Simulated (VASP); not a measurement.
# Hg (P6_3/mmc) in VASP: further runs, part 2 of 2

VASP 6.6.1. Earlier steps stand in the parts before.

## Step 3: Relaxation of cell and atoms, LDA, target pressure 26 GPa, at which the enthalpy is minimised

This run uses another cell than the first one, of 17.75 Å³/atom.

INCAR reads:

```
SYSTEM = Hg
PREC     = Accurate       ! precision mode
ENCUT    = 600            ! plane-wave cutoff, eV
EDIFF    = 1E-7           ! SCF threshold, eV
ISMEAR   = -1             ! smearing method
SIGMA    = 0.05           ! smearing width, eV
LREAL    = .FALSE.        ! projectors in reciprocal space
LASPH    = .TRUE.         ! aspherical terms in the spheres
NELM     = 60             ! most SCF steps
ALGO     = Normal         ! electronic algorithm
ISIF     = 3              ! what is computed and relaxed
LWAVE    = .FALSE.        ! write WAVECAR
LCHARG   = .FALSE.        ! write CHGCAR
IBRION   = 2              ! ionic algorithm
NSW      = 60             ! ionic steps
EDIFFG   = -0.005         ! ionic threshold
PSTRESS  = 260.0
```

KPOINTS reads:

```
Automatic mesh
0
G
  15 15 8
  0 0 0
```

POSCAR reads:

```
Hg
1.0
    2.9355862584      0.0000000000      0.0000000000
   -1.4677931292      2.5422922748      0.0000000000
    0.0000000000      0.0000000000      4.7556497387
Hg
2
Direct
    0.3333333333      0.6666666667      0.2500000000
    0.6666666667      0.3333333333      0.7500000000
```

Potentials or basis: VASP PAW LDA potentials, release 64 (Hg).

Command:

```console
$ cat potpaw_LDA.64/Hg/POTCAR > POTCAR
$ mpirun -np 1 vasp_std > vasp.out
```

OUTCAR:

```text
SYSTEM = Hg
   PREC = Accurate
   ENCUT = 600
   EDIFF = 1E-7
   ISMEAR = -1
   LREAL = .FALSE.
   LASPH = .TRUE.
   NELM = 60
   ISIF = 3
   IBRION = 2
   NSW = 60
   EDIFFG = -0.005
   PSTRESS = 260.0

 ion  position               nearest neighbor table
   1  0.333  0.667  0.250-   2 2.92   2 2.92   2 2.92   2 2.92   2 2.92   2 2.92
   2  0.667  0.333  0.750-   1 2.92   1 2.92   1 2.92   1 2.92   1 2.92   1 2.92

  LATTYP: Found a hexagonal cell.
 ALAT       =     2.9355862584
 C/A-ratio  =     1.6200000000

  Lattice vectors:

 A1 = (   2.9355862584,   0.0000000000,   0.0000000000)
 A2 = (  -1.4677931292,   2.5422922748,   0.0000000000)
 A3 = (   0.0000000000,   0.0000000000,   4.7556497387)

Analysis of symmetry for initial positions (statically):
=====================================================================
 Subroutine PRICEL returns:
 Original cell was already a primitive cell.

 Routine SETGRP: Setting up the symmetry group for a
 hexagonal supercell.

 Subroutine GETGRP returns: Found 24 space group operations
 (whereof 12 operations were pure point group operations)
 out of a pool of 24 trial point group operations.

The static configuration has the point symmetry D_3d.
 The point group associated with its full space group is D_6h.

Analysis of symmetry for dynamics (positions and initial velocities):
=====================================================================
 Subroutine PRICEL returns:
 Original cell was already a primitive cell.

 Routine SETGRP: Setting up the symmetry group for a
 hexagonal supercell.

 Subroutine GETGRP returns: Found 24 space group operations
 (whereof 12 operations were pure point group operations)
 out of a pool of 24 trial point group operations.

The dynamic configuration has the point symmetry D_3d.
 The point group associated with its full space group is D_6h.

[... 123 lines left out ...]
   GGA     = CA    functional components
   LHFCALC =     F    Hartree Fock is set to
   AEXX    =    0.0000 exact exchange contribution
   IVDW    =     0    specifies the selected vdW correction
   LEPSILON=     F    determine dielectric tensor
   LRPA    =     F    only Hartree local field effects (RPA)
 conjugate gradient relaxation of ions
 non-spin polarized calculation
  energy-cutoff  :      600.00
  volume of cell :       35.49
 maximum number of plane-waves:      1199
 NGX is ok and might be reduce to    24
   NGX = 11   NGY = 11   NGZ = 19

--------------------------------------- Ionic step        1  -------------------------------------------

 number of electron      23.9999999 magnetization

 Free energy of the ion-electron system (eV)
  ---------------------------------------------------
  ext. energy  EPLUGINS =         0.00000000
  ---------------------------------------------------
  free energy    TOTEN  =        -1.31498131 eV

  energy without entropy =       -1.30895014  energy(sigma->0) =       -1.31196573

------------------------ aborting loop because EDIFF is reached ----------------------------------------

  FORCE on cell =-STRESS in cart. coord.  units (eV):
  Direction    XX          YY          ZZ          XY          YZ          ZX
  --------------------------------------------------------------------------------------
  -------------------------------------------------------------------------------------
  Total        5.7019618      5.7019618      5.8755149      0.0000000     -0.0000000      0.0000000
  in kB      257.3977234    257.3977234    265.2322516      0.0000000     -0.0000000      0.0000000
  external PRESSURE =       0.0092328 kB  Pullay stress =     260.0000000 kB
[... 291 lines left out ...]
--------------------------------------- Ionic step        9  -------------------------------------------

 number of electron      24.0000003 magnetization

 Free energy of the ion-electron system (eV)
  ---------------------------------------------------
  ext. energy  EPLUGINS =         0.00000000
  ---------------------------------------------------
  free energy    TOTEN  =        -1.31799529 eV

  energy without entropy =       -1.31228664  energy(sigma->0) =       -1.31514096

 E-fermi :   5.7823     XC(G=0): -12.7732

 val. band max:        5.7573982728   @ k =   0.4667   0.0667   0.3750
 cond. band min:       5.8247993218   @ k =   0.2667   0.2667   0.2500
 fundamental gap:      0.0674010489
 Fermi energy:         5.7823361993

 k-point     1 :       0.0000    0.0000    0.0000
  band No.  band energies     occupation
      1      -6.5131      2.00000
      2      -4.7983      2.00000
      3      -3.0163      2.00000
      4      -2.8023      2.00000
      5      -2.8023      2.00000
      6      -2.5726      2.00000
[... 433 lines left out ...]
      3      -3.7389      2.00000
      4      -2.8937      2.00000
      5      -2.6360      2.00000
      6      -2.4552      2.00000
[... 8 lines left out ...]
     15      10.9433      0.00000
     16      11.2996      0.00000

 [... further k-points ...]

------------------------ aborting loop because EDIFF is reached ----------------------------------------

  FORCE on cell =-STRESS in cart. coord.  units (eV):
  Direction    XX          YY          ZZ          XY          YZ          ZX
  --------------------------------------------------------------------------------------
  -------------------------------------------------------------------------------------
  Total        5.7615535      5.7615535      5.7597360      0.0000000      0.0000000      0.0000000
  in kB      260.0591556    260.0591556    259.9771188      0.0000000      0.0000000      0.0000000
  external PRESSURE =       0.0318100 kB  Pullay stress =     260.0000000 kB
[... 21 lines left out ...]
  energy  without entropy=       -1.3122866412  energy(sigma->0) =       -1.31514096

  enthalpy is  TOTEN    =         4.4422476234 eV   P V=        5.7602429112

 reached required accuracy - stopping structural energy minimisation
```

OSZICAR:

```text
N       E                     dE             d eps       ncg     rms          rms(c)
DAV:   1     0.201757432546E+03    0.20176E+03   -0.14554E+04  4320   0.172E+03
[... 68 lines left out ...]
       N       E                     dE             d eps       ncg     rms          rms(c)
DAV:   1    -0.131938544300E+01    0.11584E-01   -0.28686E-02  4336   0.218E+00    0.229E-01
DAV:   2    -0.131811734512E+01    0.12681E-02   -0.30119E-03  4408   0.756E-01    0.995E-02
DAV:   3    -0.131801054055E+01    0.10680E-03   -0.25719E-04  4904   0.189E-01    0.824E-02
DAV:   4    -0.131799545742E+01    0.15083E-04   -0.17726E-05  4768   0.389E-02    0.472E-03
DAV:   5    -0.131799527332E+01    0.18410E-06   -0.12669E-06  5008   0.135E-02    0.151E-03
DAV:   6    -0.131799528784E+01   -0.14525E-07   -0.27838E-08  2424   0.146E-03
   9 F= 0.44422476E+01 E0= 0.44451019E+01  d E =-.273757E-05
```

Run time: 2.1 min. Hardware: 1 thread of Intel Xeon 6975P-C (Granite Rapids), shared host; peak memory 0.21 GiB.

What came out:

- Free energy: -1.3180 eV
- Relaxed volume: 17.75 Å³/atom
- Relaxed cell: a = 2.904 Å, b = 2.904 Å, c = 4.860 Å, α = 90.00°, β = 90.00°, γ = 120.00°
- Space group after relaxing (to 0.1 Å): P6_3/mmc (No. 194)
- Energy change on relaxing (the run minimises the enthalpy): -1.5 meV/atom
- Ionic steps: 9
- Pressure after relaxing: 26.0 GPa
- Band gap on the k mesh: zero (bands 12 and 13 overlap by 2.06 eV)

Step by step:
```csv
step,energy change (eV),largest force (eV/Å),pressure (GPa),volume (Å³)
1,0.0000,0.0000,26.00,35.49
2,-0.0005,0.0000,25.99,35.49
3,-0.0013,0.0000,26.03,35.49
4,0.0003,0.0000,26.06,35.48
5,-0.0009,0.0000,26.07,35.48
6,-0.0011,0.0000,26.07,35.48
7,-0.0010,0.0000,26.07,35.48
8,-0.0160,0.0000,25.54,35.58
9,-0.0030,0.0000,26.00,35.50
```

Final structure:
```cif
data_structure
_symmetry_space_group_name_H-M 'P 1'
_symmetry_Int_Tables_number 1
_cell_length_a 2.9039
_cell_length_b 2.9039
_cell_length_c 4.8605
_cell_angle_alpha 90.000
_cell_angle_beta 90.000
_cell_angle_gamma 120.000
_cell_volume 35.50
loop_
_atom_site_label
_atom_site_type_symbol
_atom_site_fract_x
_atom_site_fract_y
_atom_site_fract_z
_atom_site_occupancy
Hg1 Hg 0.33333 0.66667 0.25000 1
Hg2 Hg 0.66667 0.33333 0.75000 1
```

Caveat: the cell is relaxed towards a set pressure, so the run minimises the enthalpy, not the energy; spin-orbit coupling is left out, which moves the levels of the heavy elements.

The gap in the log of VASP goes by the Fermi energy; the results here count the filled bands.